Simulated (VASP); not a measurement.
Ga4N5, 9 atoms in the cell. The cell holds a slab with vacuum, 9 atoms: a = 3.219 Å, b = 3.219 Å, c = 24.028 Å, α = 90.00°, β = 90.00°, γ = 120.00°. 

```yaml
Program: VASP 6.6.1
Task: single point
Functional: PBE
Potentials_or_basis: VASP PAW PBE potentials, release 64 (N, Ga_d)
Cutoff: 520 eV
k_mesh: 9 × 9 × 1
Occupations: gaussian, width 0.05 eV
Spin: collinear spin
Starting_moments: "[0.0, 0.0, 0.0, 0.0, 3.0, 0.0, 0.0, 0.0, 0.0] μB"
Dipole_correction: yes
Further_INCAR_settings: ALGO = Normal; EDIFF = 1e-06; NBANDS = 52
```

Potentials or basis: VASP PAW PBE potentials, release 64 (N, Ga_d).

Run with:

```sh
$ cat potpaw_PBE.64/N/POTCAR potpaw_PBE.64/Ga_d/POTCAR > POTCAR
$ mpirun -np 1 vasp_std > vasp.out
```

Hardware: 1 thread of Oxide Virtual Turin-like Processor, on a shared host.

How long does it take, and how much memory?

It took 45 min on 1 thread of Oxide Virtual Turin-like Processor, with other jobs on the host, peak memory 0.57 GiB. Counts: scf iterations 63, k points 25.
